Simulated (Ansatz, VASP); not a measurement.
## SbO5 in VASP and in Ansatz

The input INCAR:

```
SYSTEM = SbO5
  ALGO = Normal
  EDIFF = 1E-6
  ENCUT = 520
  GGA = PE
  ISIF = 2
  ISMEAR = 0
  LASPH = .TRUE.
  LCHARG = .FALSE.
  LREAL = .FALSE.
  LWAVE = .FALSE.
  NBANDS = 26
  NELM = 60
  PREC = Accurate
  SIGMA = 0.1
```

The input KPOINTS:

```
k-points
0
G
  6 6 2
  0 0 0
```

The input POSCAR:

```
SbO5
1.0
    2.5598886500      0.0000000000      0.0000000000
   -1.2799443300      2.2169286000      0.0000000000
    0.0000000000      0.0000000000     12.4429551600
Sb O
1 5
Direct
    0.0000000000      0.0000000000      0.0000000000
    0.6666666700      0.3333333300      0.8353336500
    0.0000000000      0.0000000000      0.6676422400
    0.6666666700      0.3333333300      0.5000000000
    0.0000000000      0.0000000000      0.3323577600
    0.6666666700      0.3333333300      0.1646663500
```

Input for Ansatz:

```yaml
crystal:
  lattice:
    - [2.55988865, 0.0, 0.0]
    - [-1.27994433, 2.2169286, 0.0]
    - [0.0, 0.0, 12.44295516]
  atoms:
    - { symbol: Sb, position: [0.0, 0.0, 0.0] }
    - { symbol: O, position: [0.66666667, 0.33333333, 0.83533365] }
    - { symbol: O, position: [0.0, 0.0, 0.66764224] }
    - { symbol: O, position: [0.66666667, 0.33333333, 0.5] }
    - { symbol: O, position: [0.0, 0.0, 0.33235776] }
    - { symbol: O, position: [0.66666667, 0.33333333, 0.16466635] }
basis:
  ecutwfc: 420
kpoints:
  mp_grid: { grid: [6, 6, 2] }
hamiltonian:
  xc: pbe
scf:
  occupations: { method: gaussian, width: 0.1 }
  lower_state_search: "off"
output:
  forces: true
  stress: true
  eigenvalues: true
```

Change from the starting cell: species swapped into the MgCd5 type (P-6m2, No. 187).

Alike in both runs: task single point; functional PBE; k mesh 6 × 6 × 2; occupations gaussian, width 0.1 eV; no spin polarisation.

|  | VASP | Ansatz |
| --- | --- | --- |
| version | VASP 6.6.1 | Ansatz 0.2.0 |
| potentials or method | VASP PAW PBE potentials, release 64 (Sb, O), cutoff 520 eV | scalar-relativistic, plane waves, PAW |
| valence electrons in the cell | 35 | 45 |

Ansatz gave:

* gap on the k mesh at the Fermi level (eV): none
* pressure (GPa): 10.3
* traceless stress, the component that is largest in VASP (GPa): -41.09
* rms of the force components (eV/Å): 0.627

**Question.** Which values does VASP return?

**Answer.** gap on the k mesh at the Fermi level (eV): none; pressure (GPa): 10.4; traceless stress, the component that is largest in VASP (GPa): -41.84; rms of the force components (eV/Å): 0.637.

Atom by atom the forces differ by 0.012 eV/Å (rms over components). A gap of «none» marks a metal or a gap that the smearing closes. VASP's potentials hold 35 valence electrons a cell and Ansatz's 45, so a difference there can come from the potentials and not from the codes.

The k mesh is coarse, so the values compare programs but aren't converged. Spin-orbit coupling is off throughout.
